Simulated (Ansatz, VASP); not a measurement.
## Two plane-wave programs on BaHF

```
Ba H F
1.0
     4.05519    0.00000    0.00000
     0.00000    4.05519    0.00000
     0.00000    0.00000    6.62556
Ba H F
2 2 2
Direct
  0.00000 0.50000 0.24170
  0.50000 0.00000 0.75830
  0.00000 0.00000 0.00000
  0.50000 0.50000 0.00000
  0.00000 0.50000 0.63918
  0.50000 0.00000 0.36082
```

Alike in both runs: functional PBE; k mesh 6 × 6 × 4; occupations gaussian, width 0.0145 eV; no spin polarisation.

Ansatz relaxed the structure, and its values are those at the end. VASP's run is a single point on that final structure, the one shown.

|  | VASP | Ansatz |
| --- | --- | --- |
| version | VASP 6.6.1 | Ansatz 0.2.0 |
| potentials or method | VASP PAW PBE potentials, release 64 (Ba_sv, H, F), cutoff 520 eV | PAW plane waves |
| valence electrons in the cell | 36 | 36 |

```tsv
	VASP	Ansatz	Ansatz less VASP
gap on the k mesh at the Fermi level (eV)	3.53	3.58	+0.046
pressure (GPa)	0.6	-0.1	-0.65
rms of the force components (eV/Å)	0.026	0.001	-0.0251
```

The functional is the same, so the differences come from potentials, cutoffs and numerics. Ansatz's warnings: stress scf threshold loose.

Spin-orbit coupling is off throughout.
